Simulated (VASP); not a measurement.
Input of a VASP 6.6.1 run:

The input INCAR:

```
SYSTEM = Be
PREC = Accurate ; ENCUT = 600
EDIFF = 1E-6 ; ISMEAR = 0
SIGMA = 0.1 ; LREAL = .False.
LASPH = .True. ; NELM = 100
ALGO = Fast ; ISIF = 4
LWAVE = .False. ; LCHARG = .False.
GGA = PE ; IBRION = 2
NSW = 50 ; EDIFFG = -0.01
```

Contents of KPOINTS:

```
Automatic mesh
0
Gamma
  21 21 12
  0 0 0
```

POSCAR

```
Be
1.0
    2.1908184099      0.0000000000      0.0000000000
   -1.0954092049      1.8973043980      0.0000000000
    0.0000000000      0.0000000000      3.4622077544
Be
2
Direct
    0.3333333333      0.6666666667      0.2500000000
    0.6666666667      0.3333333333      0.7500000000
```

Potentials or basis: VASP PAW PBE potentials, release 64 (Be).

Command:

```sh
$ cat potpaw_PBE.64/Be/POTCAR > POTCAR
$ mpirun -np 1 vasp_std > vasp.out
```

Question: Estimate the band gap on the k mesh.

Answer: Zero (bands 2 and 3 overlap by 2.18 eV).

Final structure:
```cif
data_structure
_symmetry_space_group_name_H-M 'P 1'
_symmetry_Int_Tables_number 1
_cell_length_a 2.1897
_cell_length_b 2.1897
_cell_length_c 3.4658
_cell_angle_alpha 90.000
_cell_angle_beta 90.000
_cell_angle_gamma 120.000
_cell_volume 14.39
loop_
_atom_site_label
_atom_site_type_symbol
_atom_site_fract_x
_atom_site_fract_y
_atom_site_fract_z
_atom_site_occupancy
Be1 Be 0.33333 0.66667 0.25000 1
Be2 Be 0.66667 0.33333 0.75000 1
```
